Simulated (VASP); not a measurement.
# NaTeO3 (Pm-3m) in VASP: notebook, part 2 of 2

VASP 6.6.1.

## 4. Single point, LDA

This run uses another cell than the first one, of 12.78 Å³/atom, 1.020 times its volume.

The input, INCAR:

```
SYSTEM = NaTeO3
ALGO = Normal ; EDIFF = 1E-6
ENCUT = 520 ; GGA = CA
ISIF = 2 ; ISMEAR = -1
LASPH = .True. ; LCHARG = .False.
LREAL = .False. ; LWAVE = .False.
NBANDS = 24 ; NELM = 80
PREC = Accurate ; SIGMA = 0.1
```

The input, KPOINTS:

```
k-points
0
Gamma
  5 5 5
  0 0 0
```

The input, POSCAR:

```
NaTeO3
1.0
    3.9982620264      0.0000000000      0.0000000000
    0.0000000000      3.9982620264      0.0000000000
    0.0000000000      0.0000000000      3.9982620264
Na Te O
1 1 3
Direct
    0.0000000000      0.0000000000      0.0000000000
    0.5000000000      0.5000000000      0.5000000000
    0.5000000000      0.5000000000      0.0000000000
    0.0000000000      0.5000000000      0.5000000000
    0.5000000000      0.0000000000      0.5000000000
```

Potentials or basis: VASP PAW LDA potentials, release 64 (Na_pv, Te, O).

Launch:

```console
$ cat potpaw_LDA.64/Na_pv/POTCAR potpaw_LDA.64/Te/POTCAR potpaw_LDA.64/O/POTCAR > POTCAR
$ mpirun -np 1 vasp_std > vasp.out
```

OUTCAR:

```text
SYSTEM = NaTeO3
   EDIFF = 1E-6
   ENCUT = 520
   GGA = CA
   ISIF = 2
   ISMEAR = -1
   LASPH = .True.
   LREAL = .False.
   NELM = 80
   PREC = Accurate

 ion  position               nearest neighbor table
   1  0.000  0.000  0.000-
   2  0.500  0.500  0.500-   3 2.00   4 2.00   5 2.00   3 2.00   5 2.00   4 2.00
   3  0.500  0.500  0.000-   2 2.00   2 2.00
   4  0.000  0.500  0.500-   2 2.00   2 2.00
   5  0.500  0.000  0.500-   2 2.00   2 2.00

  LATTYP: Found a simple cubic cell.
 ALAT       =     3.9982620264

  Lattice vectors:

 A1 = (   3.9982620264,   0.0000000000,   0.0000000000)
 A2 = (   0.0000000000,   3.9982620264,   0.0000000000)
 A3 = (   0.0000000000,   0.0000000000,   3.9982620264)

Analysis of symmetry for initial positions (statically):
=====================================================================
 Subroutine PRICEL returns:
 Original cell was already a primitive cell.

 Routine SETGRP: Setting up the symmetry group for a
 simple cubic supercell.

 Subroutine GETGRP returns: Found 48 space group operations
 (whereof 48 operations were pure point group operations)
 out of a pool of 48 trial point group operations.

The static configuration has the point symmetry O_h .

Analysis of symmetry for dynamics (positions and initial velocities):
=====================================================================
 Subroutine PRICEL returns:
 Original cell was already a primitive cell.

 Routine SETGRP: Setting up the symmetry group for a
 simple cubic supercell.

 Subroutine GETGRP returns: Found 48 space group operations
 (whereof 48 operations were pure point group operations)
 out of a pool of 48 trial point group operations.

The dynamic configuration has the point symmetry O_h .

 Subroutine INISYM returns: Found 48 space group operations
 (whereof 48 operations are pure point group operations),
 and found     1 'primitive' translations

----------------------------------------------------------------------------------------

                                     Primitive cell

  volume of cell :      63.9166

  direct lattice vectors                    reciprocal lattice vectors
     3.998262026  0.000000000  0.000000000     0.250108671  0.000000000  0.000000000
     0.000000000  3.998262026  0.000000000     0.000000000  0.250108671  0.000000000
     0.000000000  0.000000000  3.998262026     0.000000000  0.000000000  0.250108671

  length of vectors
     3.998262026  3.998262026  3.998262026     0.250108671  0.250108671  0.250108671

  position of ions in fractional coordinates (direct lattice)
     0.000000000  0.000000000  0.000000000
     0.500000000  0.500000000  0.500000000
     0.500000000  0.500000000  0.000000000
     0.000000000  0.500000000  0.500000000
     0.500000000  0.000000000  0.500000000

  ion indices of the primitive-cell ions
   primitive index   ion index
                 1           1
                 2           2
                 3           3
                 4           4
                 5           5

----------------------------------------------------------------------------------------

 KPOINTS: k-points

Automatic generation of k-mesh.
 Grid dimensions read from file:
 generate k-points for:    5    5    5

 Generating k-lattice:

  Cartesian coordinates                     Fractional coordinates (reciprocal lattice)
     0.050021734  0.000000000  0.000000000     0.200000000  0.000000000  0.000000000
     0.000000000  0.050021734  0.000000000     0.000000000  0.200000000  0.000000000
     0.000000000  0.000000000  0.050021734     0.000000000  0.000000000  0.200000000

  Length of vectors
     0.050021734  0.050021734  0.050021734

  Shift w.r.t. Gamma in fractional coordinates (k-lattice)
     0.000000000  0.000000000  0.000000000

 Subroutine IBZKPT returns following result:
 ===========================================

 Found     10 irreducible k-points:

 Following reciprocal coordinates:
            Coordinates               Weight
  0.000000  0.000000  0.000000      1.000000
  0.200000  0.000000  0.000000      6.000000
  0.400000  0.000000  0.000000      6.000000
  0.200000  0.200000  0.000000     12.000000
  0.400000  0.200000  0.000000     24.000000
  0.400000  0.400000  0.000000     12.000000
  0.200000  0.200000  0.200000      8.000000
  0.400000  0.200000  0.200000     24.000000
  0.400000  0.400000  0.200000     24.000000
  0.400000  0.400000  0.400000      8.000000
   k-points           NKPTS =     10   k-points in BZ     NKDIM =     10   number of bands    NBANDS=     24
   number of dos      NEDOS =    301   number of ions     NIONS =      5
   total plane-waves  NPLWV =  27000
   dimension x,y,z NGX =    30 NGY =   30 NGZ =   30
   dimension x,y,z NGXF=    60 NGYF=   60 NGZF=   60
   ions per type =               1   1   3
   NGX,Y,Z   is equivalent  to a cutoff of  12.47, 12.47, 12.47 a.u.
   NGXF,Y,Z  is equivalent  to a cutoff of  24.95, 24.95, 24.95 a.u.
 SYSTEM =  NaTeO3
   PREC   = accura    normal or accurate (medium, high low for compatibility)
   ISTART =      0    job   : 0-new  1-cont  2-samecut
   ICHARG =      2    charge: 1-file 2-atom 10-const
   ISPIN  =      1    spin polarized calculation?
   LNONCOLLINEAR =      F non collinear calculations
   LSORBIT =      F    spin-orbit coupling
   LASPH  =      T    aspherical Exc in radial PAW
   ENCUT  =  520.0 eV  38.22 Ry    6.18 a.u.   7.43  7.43  7.43*2*pi/ulx,y,z
   NELM   =     80;   NELMIN=  2; NELMDL= -5     # of ELM steps
   EDIFF  = 0.1E-05   stopping-criterion for ELM
   LREAL  =      F    real-space projection
   EDIFFG = 0.1E-04   stopping-criterion for IOM
   NSW    =      0    number of steps for IOM
   IBRION =     -1    ionic relax: 0-MD 1-quasi-New 2-CG
   NFREE  =      0    steps in history (QN), initial steepest desc. (CG)
   ISIF   =      2    stress and relaxation
   ISYM   =      2    0-nonsym 1-usesym 2-fastsym
   POTIM  = 0.5000    time-step for ionic-motion
   TEBEG  =    0.0;   TEEND  =   0.0 temperature during run
   PSTRESS=    0.0 pullay stress
   NELECT =      31.0000    total number of electrons
   NUPDOWN=      -1.0000    fix difference up-down
   EMIN   =  10.00;   EMAX   =-10.00  energy-range for DOS
   EFERMI =   0.00;   METHOD = LEGACY
   ISMEAR =    -1;   SIGMA  =   0.10  broadening in eV -4-tet -1-fermi 0-gaus
   EFERMI_NEDOS =   21; number of points for ismear=-14 and -15
   IALGO  =     38    algorithm
   IMIX   =      4    mixing-type and parameters
     AMIX     =   0.40;   BMIX     =  1.00
     AMIX_MAG =   1.60;   BMIX_MAG =  1.00
  volume/ion in A,a.u.               =      12.78        86.27
  Fermi-wavevector in a.u.,A,eV,Ry     =   1.286246  2.430653 22.509881  1.654430
  Thomas-Fermi vector in A             =   2.418332
   LORBIT       =      0    0 simple, 1 ext, 2 COOP (PROOUT), +10 PAW based schemes
   GGA     = CA    functional components
   LHFCALC =     F    Hartree Fock is set to
   AEXX    =    0.0000 exact exchange contribution
   IVDW    =     0    specifies the selected vdW correction
   LEPSILON=     F    determine dielectric tensor
   LRPA    =     F    only Hartree local field effects (RPA)
 non-spin polarized calculation
  energy-cutoff  :      520.00
  volume of cell :       63.92
 maximum number of plane-waves:      1747
 NGX is ok and might be reduce to    30
   NGX = 15   NGY = 15   NGZ = 15

 number of electron      30.9999966 magnetization

 Free energy of the ion-electron system (eV)
  ---------------------------------------------------
  ext. energy  EPLUGINS =         0.00000000
  ---------------------------------------------------
  free energy    TOTEN  =       -28.55180710 eV

  energy without entropy =      -28.50931158  energy(sigma->0) =      -28.53055934

 E-fermi :   5.3605     XC(G=0): -10.6822

 val. band max:        5.1917687827   @ k =   0.4000   0.2000   0.0000
 cond. band min:       5.4068196333   @ k =   0.4000   0.2000   0.2000
 fundamental gap:      0.2150508505
 Fermi energy:         5.3605039017

 k-point     1 :       0.0000    0.0000    0.0000
  band No.  band energies     occupation
      1     -18.0172      2.00000
      2     -18.0172      2.00000
      3     -18.0172      2.00000
      4     -15.8458      2.00000
      5     -12.2886      2.00000
      6     -12.2886      2.00000
[... 259 lines left out ...]
     23      15.0481      0.00000
     24      18.2111      0.00000

------------------------ aborting loop because EDIFF is reached ----------------------------------------

  FORCE on cell =-STRESS in cart. coord.  units (eV):
  Direction    XX          YY          ZZ          XY          YZ          ZX
  --------------------------------------------------------------------------------------
  -------------------------------------------------------------------------------------
  Total        0.0700048      0.0700048      0.0700048      0.0000000      0.0000000     -0.0000000
  in kB        1.7547885      1.7547885      1.7547885      0.0000000      0.0000000     -0.0000000
  external PRESSURE =       1.7547885 kB  Pullay stress =       0.0000000 kB

 VOLUME and BASIS-vectors are now :
 -----------------------------------------------------------------------------
  energy-cutoff  :      520.00
  volume of cell :       63.92
      direct lattice vectors                 reciprocal lattice vectors
     3.998262026  0.000000000  0.000000000     0.250108671  0.000000000  0.000000000
     0.000000000  3.998262026  0.000000000     0.000000000  0.250108671  0.000000000
     0.000000000  0.000000000  3.998262026     0.000000000  0.000000000  0.250108671

 POSITION                                       TOTAL-FORCE (eV/Angst)
 -----------------------------------------------------------------------------------
      0.00000      0.00000      0.00000         0.000000      0.000000      0.000000
      1.99913      1.99913      1.99913         0.000000      0.000000      0.000000
      1.99913      1.99913      0.00000         0.000000      0.000000      0.000000
      0.00000      1.99913      1.99913         0.000000      0.000000      0.000000
      1.99913      0.00000      1.99913         0.000000      0.000000      0.000000
 -----------------------------------------------------------------------------------
    total drift:                                0.000000      0.000000     -0.000000

  FREE ENERGIE OF THE ION-ELECTRON SYSTEM (eV)
  ---------------------------------------------------
  free  energy   TOTEN  =       -28.5518071012 eV

  energy  without entropy=      -28.5093115797  energy(sigma->0) =      -28.53055934
```

Run time: 8.9 s. Hardware: 1 thread of Intel Xeon 6975P-C (Granite Rapids), shared host; peak memory 0.14 GiB.

What came out:

* Free energy: -28.5518 eV
* Pressure: 0.2 GPa

Caveat: spin-orbit coupling is left out, which moves the levels of the heavy elements; an odd number of electrons without spin polarisation forces a metal; a magnetic or distorted state may lie lower.

## 5. Single point, LDA

This run uses another cell than the first one, of 13.04 Å³/atom, 1.041 times its volume.

The input, INCAR:

```
SYSTEM = NaTeO3
PREC = Accurate ; ENCUT = 520
EDIFF = 1E-6 ; ISMEAR = -1
SIGMA = 0.1 ; LREAL = .False.
LASPH = .True. ; NELM = 80
ALGO = Normal ; ISIF = 2
LWAVE = .False. ; LCHARG = .False.
NBANDS = 24
```

The input, KPOINTS:

```
Automatic mesh
0
Gamma
  5 5 5
  0 0 0
```

POSCAR, as its differences from that of step 4:

```diff
@@ -2,5 +2,5 @@
 1.0
-    3.9982620264      0.0000000000      0.0000000000
-    0.0000000000      3.9982620264      0.0000000000
-    0.0000000000      0.0000000000      3.9982620264
+    4.0247413546      0.0000000000      0.0000000000
+    0.0000000000      4.0247413546      0.0000000000
+    0.0000000000      0.0000000000      4.0247413546
 Na Te O
```

Launch:

```console
$ cat potpaw_LDA.64/Na_pv/POTCAR potpaw_LDA.64/Te/POTCAR potpaw_LDA.64/O/POTCAR > POTCAR
$ mpirun -np 1 vasp_std > vasp.out
```

Wall time 9.2 s (1 thread of Intel Xeon 6975P-C (Granite Rapids), shared host); peak memory 0.14 GiB.

Results (log left out):

```yaml
Free_energy: -28.5425 eV
Pressure: -2.8 GPa
```

Levels at points of the mesh, in eV from the Fermi level:
| k point | band 12 | band 13 | band 14 | band 15 | band 16 | band 17 | band 18 | band 19 | band 20 | band 21 |
| --- | --- | --- | --- | --- | --- | --- | --- | --- | --- | --- |
| (0.00, 0.00, 0.00) | -2.80 | -2.80 | -2.58 | -2.58 | -2.58 | 3.20 | 9.07 | 9.07 | 9.07 | 9.14 |

Caveat: spin-orbit coupling is left out, which moves the levels of the heavy elements; an odd number of electrons without spin polarisation forces a metal; a magnetic or distorted state may lie lower.

## 6. Summary

| cell | k mesh | gap on the mesh (eV) | pressure (GPa) |
| --- | --- | --- | --- |
| a = 3.971 Å, 5 atoms | 5 × 5 × 5 | none | 3.6 |
| a = 3.998 Å, 5 atoms | 4 × 4 × 4 | none | 0.0 |
| a = 3.998 Å, 5 atoms | 5 × 5 × 5 | none | 0.2 |
| a = 4.025 Å, 5 atoms | 5 × 5 × 5 | none | -2.8 |

Alike in all rows: task single point; level LDA; potentials or basis VASP PAW LDA potentials, release 64 (Na_pv, Te, O); no spin polarisation; cutoff (eV) 520; smearing fermi-dirac 0.1 eV.

Caveats: some runs use coarse meshes; spin-orbit coupling is left out, which moves the levels of the heavy elements; an odd number of electrons without spin polarisation forces a metal; a magnetic or distorted state may lie lower.

Absolute energies hang on the potentials; compare differences alone.
